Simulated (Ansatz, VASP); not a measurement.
## Ag in VASP and in Ansatz

```
CELL_PARAMETERS angstrom
3.03070 0.00000 0.00000
-1.51535 2.62467 0.00000
0.00000 0.00000 4.81093
ATOMIC_POSITIONS crystal
Ag 0.33333 0.66667 0.25000
Ag 0.66667 0.33333 0.75000
```

Alike in both runs: task single point; functional r2SCAN; k mesh 18 × 18 × 10; occupations gaussian, width 0.1 eV; no spin polarisation.

|  | VASP | Ansatz |
| --- | --- | --- |
| version | VASP 6.6.1 | Ansatz 0.2.0 |
| potentials or method | VASP PAW PBE potentials, release 64 (Ag), cutoff 520 eV | scalar-relativistic, plane waves, PAW |
| valence electrons in the cell | 22 | 38 |

|  | VASP | Ansatz | Ansatz less VASP |
| --- | --- | --- | --- |
| gap on the k mesh at the Fermi level (eV) | none | none | - |
| pressure (GPa) | -7.6 | -7.6 | -0.02 |
| traceless stress, the component that is largest in VASP (GPa) | 1.06 | 1.05 | -0.010 |

VASP's potentials were made for PBE, not for r2SCAN. A gap of «none» marks a metal or a gap that the smearing closes. VASP's potentials hold 22 valence electrons a cell and Ansatz's 38, so a difference there can come from the potentials and not from the codes.
